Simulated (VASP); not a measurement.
Li2Sn:

```
CELL_PARAMETERS angstrom
0.00000 2.90249 2.90249
2.90249 0.00000 2.90249
2.90249 2.90249 0.00000
ATOMIC_POSITIONS crystal
Li 0.25000 0.25000 0.25000
Li 0.75000 0.75000 0.75000
Sn 0.00000 0.00000 0.00000
```

| Property | Result |
| --- | --- |
| Program | VASP 6.6.1 |
| Task | relaxation of cell and atoms |
| Functional | PBE |
| Potentials or basis | VASP PAW PBE potentials, release 64 (Li_sv, Sn_d) |
| Cutoff | 600 eV |
| k mesh | 6 × 6 × 6 |
| Occupations | gaussian, width 0.1 eV |
| Spin | no spin polarisation |

At the start: pressure 15.9 GPa; volume 16.30 Å³/atom.

How do energy, volume and symmetry change on relaxing?

Over 4 steps the energy falls by 262.5 meV/atom and the volume is 23.14 Å³/atom (+42.0 %); space group Fm-3m (No. 225, to 0.1 Å) before and after.

Step by step:
```
step  energy change (eV)  largest force (eV/Å)  pressure (GPa)  volume (Å³)
   1              0.0000                0.0000           15.94        48.90
   2             -0.6952                0.0000            3.88        61.30
   3             -0.7814                0.0000            0.87        67.36
   4             -0.7875                0.0000            0.07        69.43
```

Final structure:
```
Li Sn
1.0
     0.00000    3.26209    3.26209
     3.26209    0.00000    3.26209
     3.26209    3.26209    0.00000
Li Sn
2 1
Direct
  0.25000 0.25000 0.25000
  0.75000 0.75000 0.75000
  0.00000 0.00000 0.00000
```

Caveat: the cutoff is under 1.25 times the usual one of these potentials, so pressure, stress and relaxed cells hold a basis-set (Pulay) error; the volume moved by over 15 % at a fixed basis, so the end points are rough.
